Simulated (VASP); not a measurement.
Set up this calculation in VASP 6.6.1, as the native input.

```yaml
Task: single point
Functional: PBE
Dispersion: D3(BJ)
Potentials_or_basis: VASP PAW PBE potentials, release 64 (S)
Cutoff: 520 eV
k_mesh: 20 × 20 × 20
Occupations: gaussian, width 0.15 eV
Spin: no spin polarisation
Dipole_correction: no
Further_INCAR_settings: ALGO = Normal; EDIFF = 1e-07; NBANDS = 9
```

The structure of S lies in POSCAR:

```
S
1.0
    0.0000000000      1.9943503440      1.9943503440
    2.0142938474      0.0000000000      1.9943503440
    2.0142938474      1.9943503440      0.0000000000
S
1
Direct
    0.0000000000      0.0000000000      0.0000000000
```

This cell differs from its parent crystal: strain +0.0100 x Voigt [1, 0, 0, 0, 0, 0].

One way to write it, as run:

INCAR

```
ALGO = Normal
EDIFF = 1E-7
ENCUT = 520
GGA = PE
ISIF = 2
ISMEAR = 0
IVDW = 12
LASPH = T
LCHARG = F
LREAL = F
LWAVE = F
NBANDS = 9
NELM = 100
PREC = Accurate
SIGMA = 0.15
```

KPOINTS

```
k-points
0
Gamma
  20 20 20
```

Potentials or basis: VASP PAW PBE potentials, release 64 (S).

Launch:

```sh
$ cat potpaw_PBE.64/S/POTCAR > POTCAR
$ mpirun -np 1 vasp_std > vasp.out
```

Results of the run:

```
Pressure                   : -4.7 GPa
Band gap on the k mesh     : zero (band 3 reaches 10.40 eV, above the bottom of band 4 at 4.78 eV)
Dispersion energy per atom : -0.379 eV
```

Caveat: the cell differs from its parent crystal (strain +0.0100 x Voigt [1, 0, 0, 0, 0, 0]); pairwise dispersion overbinds metals, which lowers pressure and volume.

Wall time 48 s on 1 thread of Intel Xeon 6975P-C, with other jobs on the host, peak memory 0.21 GiB.
